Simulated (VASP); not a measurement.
A run of VASP 6.6.1 is set up as follows.

Contents of INCAR:

```
PREC = Accurate
ENCUT = 600
EDIFF = 1E-6
ISMEAR = -1
SIGMA = 0.05
LREAL = F
LASPH = T
NELM = 120
ALGO = Normal
ISIF = 2
LWAVE = F
LCHARG = F
GGA = LIBXC
LIBXC1 = GGA_X_B88
LIBXC2 = GGA_C_PBE
NBANDS = 26
GGA_COMPAT = F
```

Contents of KPOINTS:

```
Automatic mesh
0
Gamma
  10 10 5
```

POSCAR

```
GaN
1.0
    3.1370217585      0.0000000000      0.0000000000
   -1.5685108793      2.7167405351      0.0000000000
    0.0000000000      0.0000000000      5.0961806304
Ga N
2 2
Direct
    0.6666666667      0.3333333333      0.5000000000
    0.3333333333      0.6666666667      0.0000000000
    0.6666666667      0.3333333333      0.8750000000
    0.3333333333      0.6666666667      0.3750000000
```

Potentials or basis: VASP PAW PBE potentials, release 64 (Ga_d, N).

The run is started by

```bash
$ cat potpaw_PBE.64/Ga_d/POTCAR potpaw_PBE.64/N/POTCAR > POTCAR
$ mpirun -np 1 vasp_std > vasp.out
```

Q: What does it give for the pressure?

A: 15.8 GPa.

Q: Estimate the largest force.

A: 0.146 eV/Å.

Stress tensor (GPa, compression positive):
```
14.94  0.00  0.00
 0.00 14.94  0.00
 0.00  0.00 17.52
```

Caveat: the cell stands under pressure; the PAW data sets were made with another functional, which shifts forces and pressure a little.
